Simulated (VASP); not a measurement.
Runs of VASP 6.6.1 on NaH. The structure is that of space group Fm-3m (No. 225), or close to it. The cells are those of the table. 

| task | cell | cutoff (eV) | gap on the mesh (eV) | pressure (GPa) |
| --- | --- | --- | --- | --- |
| single point | a = 2.987 Å, angles 60.0°, 2 atoms | 520 | 4.51 | 20.1 |
| relaxation of cell and atoms | relaxed to 20 GPa from a = 3.451 Å, angles 60.0°, 2 atoms | 600 | 4.51 | 20.1 |
| single point | a = 3.130 Å, angles 60.0°, 2 atoms | 520 | (a) | 10.0 |
| single point | a = 3.417 Å, angles 60.0°, 2 atoms | 520 | 3.76 | 0.0 |
| relaxation of cell and atoms | relaxed to 10 GPa from a = 3.451 Å, angles 60.0°, 2 atoms | 600 | 4.22 | 9.9 |
| relaxation of cell and atoms | relaxed from a = 3.451 Å, angles 60.0°, 2 atoms | 600 | 3.76 | 0.0 |
| relaxation of cell and atoms | relaxed to 5 GPa from a = 3.451 Å, angles 60.0°, 2 atoms | 600 | 4.04 | 5.0 |
| single point | a = 3.240 Å, angles 60.0°, 2 atoms | 520 | 4.04 | 5.0 |

Alike in all rows: level PBE; potentials or basis VASP PAW PBE potentials, release 64 (Na_pv, H); no spin polarisation; k mesh 8 × 8 × 8; smearing gaussian 0.01 eV.

Problem. Fill in the values left out.

Solution. (a) 4.23.

Caveats: the cell is relaxed towards a set pressure, so the enthalpy falls and the energy may rise (some runs).

A k mesh can miss the band edges.
